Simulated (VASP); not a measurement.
# In2Te2O (P-3m1) in VASP: relaxation of cell and atoms with PBE

Aim: the relaxation of cell and atoms of In2Te2O with PBE.

Program: VASP 6.6.1. These are calculated values, not measurements. Logs are shortened: lines on timing, memory, paths and dates and some standing lists are left out, and cuts for length are marked.

## Step 1: The cell of the first run

The structure is trigonal, space group P-3m1 (No. 164). The conventional cell has a = 4.503 Å, b = 4.503 Å, c = 7.256 Å, α = 90.00°, β = 90.00°, γ = 120.00°. In (site symmetry 3m) has 5 Te at 2.88 to 3.89 Å and 3 In at 3.36 Å and 3 O at 3.65 Å within 3.9 Å. Te (site symmetry 3m) has 5 In at 2.88 to 3.89 Å and 3 O at 2.92 Å and 3 Te at 3.70 Å within 3.9 Å. O (site symmetry -3m) has 6 Te at 2.92 Å and 6 In at 3.65 Å within 3.8 Å.

The cell was generated, and may not be a known phase.

## Step 2: Relaxation of cell and atoms, PBE

Input file INCAR:

```
SYSTEM = In2Te2O
  ALGO = Normal
  EDIFF = 1E-6
  EDIFFG = -0.01
  ENCUT = 600
  GGA = PE
  IBRION = 2
  ISIF = 3
  ISMEAR = 0
  LASPH = .TRUE.
  LCHARG = .FALSE.
  LREAL = .FALSE.
  LWAVE = .FALSE.
  NELM = 80
  NSW = 100
  PREC = Accurate
  SIGMA = 0.1
```

Input file KPOINTS:

```
k-points
0
G
  12 12 6
  0 0 0
```

Input file POSCAR:

```
In2Te2O
1.0
    4.5033493233      0.0000000000      0.0000000000
   -2.2516746617      3.9000149161      0.0000000000
    0.0000000000      0.0000000000      7.2559944260
In Te O
2 2 1
Direct
    0.6666666667      0.3333333333      0.3538149886
    0.3333333333      0.6666666667      0.6461850114
    0.6666666667      0.3333333333      0.8182031678
    0.3333333333      0.6666666667      0.1817968322
    0.0000000000      0.0000000000      0.0000000000
```

Potentials or basis: VASP PAW PBE potentials, release 64 (In_d, Te, O).

Command:

```
$ cat potpaw_PBE.64/In_d/POTCAR potpaw_PBE.64/Te/POTCAR potpaw_PBE.64/O/POTCAR > POTCAR
$ mpirun -np 1 vasp_std > vasp.out
```

OUTCAR:

```text
SYSTEM = In2Te2O
   EDIFF = 1E-6
   EDIFFG = -0.01
   ENCUT = 600
   GGA = PE
   IBRION = 2
   ISIF = 3
   ISMEAR = 0
   LASPH = .TRUE.
   LREAL = .FALSE.
   NELM = 80
   NSW = 100
   PREC = Accurate

 ion  position               nearest neighbor table
   1  0.667  0.333  0.354-   4 2.88   4 2.88   4 2.88   2 3.36   2 3.36   2 3.36   3 3.37
   2  0.333  0.667  0.646-   3 2.88   3 2.88   3 2.88   1 3.36   1 3.36   1 3.36   4 3.37
   3  0.667  0.333  0.818-   2 2.88   2 2.88   2 2.88   1 3.37
   4  0.333  0.667  0.182-   1 2.88   1 2.88   1 2.88   2 3.37
   5  0.000  0.000  0.000-

  LATTYP: Found a hexagonal cell.
 ALAT       =     4.5033493233
 C/A-ratio  =     1.6112439665

  Lattice vectors:

 A1 = (   4.5033493233,   0.0000000000,   0.0000000000)
 A2 = (  -2.2516746617,   3.9000149161,   0.0000000000)
 A3 = (   0.0000000000,   0.0000000000,   7.2559944260)

Analysis of symmetry for initial positions (statically):
=====================================================================
 Subroutine PRICEL returns:
 Original cell was already a primitive cell.

 Routine SETGRP: Setting up the symmetry group for a
 hexagonal supercell.

 Subroutine GETGRP returns: Found 12 space group operations
 (whereof 12 operations were pure point group operations)
 out of a pool of 24 trial point group operations.

The static configuration has the point symmetry D_3d.

Analysis of symmetry for dynamics (positions and initial velocities):
=====================================================================
 Subroutine PRICEL returns:
 Original cell was already a primitive cell.

 Routine SETGRP: Setting up the symmetry group for a
 hexagonal supercell.

 Subroutine GETGRP returns: Found 12 space group operations
 (whereof 12 operations were pure point group operations)
 out of a pool of 24 trial point group operations.

The dynamic configuration has the point symmetry D_3d.

 Subroutine INISYM returns: Found 12 space group operations
 (whereof 12 operations are pure point group operations),
 and found     1 'primitive' translations

----------------------------------------------------------------------------------------

                                     Primitive cell

  volume of cell :     127.4380

  direct lattice vectors                    reciprocal lattice vectors
     4.503349323  0.000000000  0.000000000     0.222056947  0.128204638  0.000000000
    -2.251674662  3.900014916  0.000000000     0.000000000  0.256409276  0.000000000
     0.000000000  0.000000000  7.255994426     0.000000000  0.000000000  0.137817085

  length of vectors
     4.503349323  4.503349323  7.255994426     0.256409276  0.256409276  0.137817085

  position of ions in fractional coordinates (direct lattice)
     0.666666667  0.333333333  0.353814989
     0.333333333  0.666666667  0.646185011
     0.666666667  0.333333333  0.818203168
     0.333333333  0.666666667  0.181796832
     0.000000000  0.000000000  0.000000000

  ion indices of the primitive-cell ions
   primitive index   ion index
                 1           1
                 2           2
                 3           3
                 4           4
                 5           5

----------------------------------------------------------------------------------------

 KPOINTS: k-points

Automatic generation of k-mesh.
 Grid dimensions read from file:
 generate k-points for:   12   12    6

 Generating k-lattice:

  Cartesian coordinates                     Fractional coordinates (reciprocal lattice)
     0.018504746  0.010683720  0.000000000     0.083333333 -0.000000000  0.000000000
     0.000000000  0.021367440  0.000000000     0.000000000  0.083333333  0.000000000
     0.000000000  0.000000000  0.022969514     0.000000000  0.000000000  0.166666667

  Length of vectors
     0.021367440  0.021367440  0.022969514

  Shift w.r.t. Gamma in fractional coordinates (k-lattice)
     0.000000000  0.000000000  0.000000000

 Subroutine IBZKPT returns following result:
 ===========================================

 Found    100 irreducible k-points:

 Following reciprocal coordinates:
            Coordinates               Weight
  0.000000  0.000000  0.000000      1.000000
  0.083333 -0.000000  0.000000      6.000000
  0.166667 -0.000000  0.000000      6.000000
  0.250000 -0.000000  0.000000      6.000000
  0.333333  0.000000  0.000000      6.000000
  0.416667 -0.000000  0.000000      6.000000
[... 16 lines left out ...]
  0.166667 -0.000000  0.166667      6.000000
  0.000000  0.166667  0.166667      6.000000
 [... further k-points ...]
   k-points           NKPTS =    100   k-points in BZ     NKDIM =    100   number of bands    NBANDS=     26
   number of dos      NEDOS =    301   number of ions     NIONS =      5
   total plane-waves  NPLWV =  77760
   dimension x,y,z NGX =    36 NGY =   36 NGZ =   60
   dimension x,y,z NGXF=    72 NGYF=   72 NGZF=  120
   ions per type =               2   2   1
   NGX,Y,Z   is equivalent  to a cutoff of  13.29, 13.29, 13.75 a.u.
   NGXF,Y,Z  is equivalent  to a cutoff of  26.58, 26.58, 27.49 a.u.
 SYSTEM =  In2Te2O
   PREC   = accura    normal or accurate (medium, high low for compatibility)
   ISTART =      0    job   : 0-new  1-cont  2-samecut
   ICHARG =      2    charge: 1-file 2-atom 10-const
   ISPIN  =      1    spin polarized calculation?
   LNONCOLLINEAR =      F non collinear calculations
   LSORBIT =      F    spin-orbit coupling
   LASPH  =      T    aspherical Exc in radial PAW
   ENCUT  =  600.0 eV  44.10 Ry    6.64 a.u.   8.99  8.99 14.49*2*pi/ulx,y,z
   NELM   =     80;   NELMIN=  2; NELMDL= -5     # of ELM steps
   EDIFF  = 0.1E-05   stopping-criterion for ELM
   LREAL  =      F    real-space projection
   EDIFFG = -.1E-01   stopping-criterion for IOM
   NSW    =    100    number of steps for IOM
   IBRION =      2    ionic relax: 0-MD 1-quasi-New 2-CG
   NFREE  =      1    steps in history (QN), initial steepest desc. (CG)
   ISIF   =      3    stress and relaxation
   ISYM   =      2    0-nonsym 1-usesym 2-fastsym
   POTIM  = 0.5000    time-step for ionic-motion
   TEBEG  =    0.0;   TEEND  =   0.0 temperature during run
   PSTRESS=    0.0 pullay stress
   NELECT =      44.0000    total number of electrons
   NUPDOWN=      -1.0000    fix difference up-down
   EMIN   =  10.00;   EMAX   =-10.00  energy-range for DOS
   EFERMI =   0.00;   METHOD = LEGACY
   ISMEAR =     0;   SIGMA  =   0.10  broadening in eV -4-tet -1-fermi 0-gaus
   EFERMI_NEDOS =   21; number of points for ismear=-14 and -15
   IALGO  =     38    algorithm
   IMIX   =      4    mixing-type and parameters
     AMIX     =   0.40;   BMIX     =  1.00
     AMIX_MAG =   1.60;   BMIX_MAG =  1.00
  volume/ion in A,a.u.               =      25.49       172.00
  Fermi-wavevector in a.u.,A,eV,Ry     =   1.148487  2.170326 17.946391  1.319023
  Thomas-Fermi vector in A             =   2.285162
   LORBIT       =      0    0 simple, 1 ext, 2 COOP (PROOUT), +10 PAW based schemes
   GGA     = PE    functional components
   LHFCALC =     F    Hartree Fock is set to
   AEXX    =    0.0000 exact exchange contribution
   IVDW    =     0    specifies the selected vdW correction
   LEPSILON=     F    determine dielectric tensor
   LRPA    =     F    only Hartree local field effects (RPA)
 conjugate gradient relaxation of ions
 non-spin polarized calculation
 Gauss-broadening in eV      SIGMA  =   0.10
  energy-cutoff  :      600.00
  volume of cell :      127.44
 maximum number of plane-waves:      4305
   NGX = 17   NGY = 17   NGZ = 29

--------------------------------------- Ionic step        1  -------------------------------------------

 number of electron      44.0000006 magnetization

 Free energy of the ion-electron system (eV)
  ---------------------------------------------------
  ext. energy  EPLUGINS =         0.00000000
  ---------------------------------------------------
  free energy    TOTEN  =       -15.94869887 eV

  energy without entropy =      -15.94409364  energy(sigma->0) =      -15.94639625

------------------------ aborting loop because EDIFF is reached ----------------------------------------

  FORCE on cell =-STRESS in cart. coord.  units (eV):
  Direction    XX          YY          ZZ          XY          YZ          ZX
  --------------------------------------------------------------------------------------
  -------------------------------------------------------------------------------------
  Total       -0.0975826     -0.0975826     -0.0136491      0.0000000      0.0000000     -0.0000000
  in kB       -1.2268298     -1.2268298     -0.1715995      0.0000000      0.0000000     -0.0000000
  external PRESSURE =      -0.8750864 kB  Pullay stress =       0.0000000 kB
[... 297 lines left out ...]
  energy  without entropy=      -15.9448311289  energy(sigma->0) =      -15.94699296

--------------------------------------- Ionic step        9  -------------------------------------------

 number of electron      44.0000008 magnetization

 Free energy of the ion-electron system (eV)
  ---------------------------------------------------
  ext. energy  EPLUGINS =         0.00000000
  ---------------------------------------------------
  free energy    TOTEN  =       -15.94919372 eV

  energy without entropy =      -15.94487109  energy(sigma->0) =      -15.94703241

 E-fermi :   6.2948     XC(G=0):  -9.6915

 val. band max:        6.2665535493   @ k =   0.4167  -0.0000   0.5000
 cond. band min:       6.2997538583   @ k =   0.5000  -0.0000   0.5000
 fundamental gap:      0.0332003090
 Fermi energy:         6.2948444449

 k-point     1 :       0.0000    0.0000    0.0000
  band No.  band energies     occupation
      1      -9.6705      2.00000
      2      -8.5568      2.00000
      3      -8.5280      2.00000
      4      -8.5280      2.00000
      5      -8.5084      2.00000
      6      -8.5084      2.00000
[... 685 lines left out ...]
     25       8.5916      0.00000
     26       9.1786      0.00000

 [... further k-points ...]

------------------------ aborting loop because EDIFF is reached ----------------------------------------

  FORCE on cell =-STRESS in cart. coord.  units (eV):
  Direction    XX          YY          ZZ          XY          YZ          ZX
  --------------------------------------------------------------------------------------
  -------------------------------------------------------------------------------------
  Total       -0.0259727     -0.0259727      0.0003154      0.0000000     -0.0000000      0.0000000
  in kB       -0.3275166     -0.3275166      0.0039778      0.0000000     -0.0000000      0.0000000
  external PRESSURE =      -0.2170185 kB  Pullay stress =       0.0000000 kB
[... 20 lines left out ...]
  FREE ENERGIE OF THE ION-ELECTRON SYSTEM (eV)
  ---------------------------------------------------
  free  energy   TOTEN  =       -15.9491937190 eV

  energy  without entropy=      -15.9448710915  energy(sigma->0) =      -15.94703241

 reached required accuracy - stopping structural energy minimisation
```

Run time: 54 min. Hardware: 1 thread of Intel Xeon 8259CL, shared host; peak memory 0.58 GiB.

What came out:

```yaml
Free_energy: -15.9492 eV
Relaxed_volume: 25.41 Å³/atom
Relaxed_cell: a = 4.490 Å, b = 4.490 Å, c = 7.277 Å, α = 90.00°, β = 90.00°, γ = 120.00°
Space_group_after_relaxing_to_0.1_Å: P-3m1 (No. 164)
Energy_gained_by_relaxing: 0.1 meV/atom
Ionic_steps: 9
Pressure_after_relaxing: 0.0 GPa
Largest_force_after_relaxing: 0.010 eV/Å
Band_gap_on_the_k_mesh: zero (bands 22 and 23 overlap by 0.78 eV)
```

Forces in eV/Å, atoms in the order of the input:
```
In   0.000  0.000  0.010
In   0.000  0.000 -0.010
Te   0.000  0.000 -0.010
Te   0.000  0.000  0.010
O    0.000  0.000  0.000
```

The path:
| step | energy change (eV) | largest force (eV/Å) | pressure (GPa) | volume (Å³) |
| --- | --- | --- | --- | --- |
| 1 | 0.0000 | 0.0159 | -0.09 | 127.44 |
| 2 | -0.0001 | 0.0190 | 0.00 | 127.18 |
| 3 | -0.0001 | 0.0209 | 0.07 | 126.97 |
| 4 | -0.0002 | 0.0211 | 0.09 | 126.93 |
| 5 | -0.0003 | 0.0235 | 0.10 | 126.79 |
| 6 | -0.0005 | 0.0134 | 0.00 | 127.04 |
| 7 | -0.0005 | 0.0122 | -0.03 | 127.08 |
| 8 | -0.0005 | 0.0137 | -0.03 | 127.06 |
| 9 | -0.0005 | 0.0100 | -0.02 | 127.06 |

Final structure:
```
In Te O
1.0
     4.49003    0.00000    0.00000
    -2.24501    3.88848    0.00000
     0.00000    0.00000    7.27723
In Te O
2 2 1
Direct
  0.66667 0.33333 0.35466
  0.33333 0.66667 0.64534
  0.66667 0.33333 0.81899
  0.33333 0.66667 0.18101
  0.00000 0.00000 0.00000
```

Caveat: spin-orbit coupling is left out, which moves the levels of the heavy elements.

The gap in the log of VASP goes by the Fermi energy; the results here count the filled bands.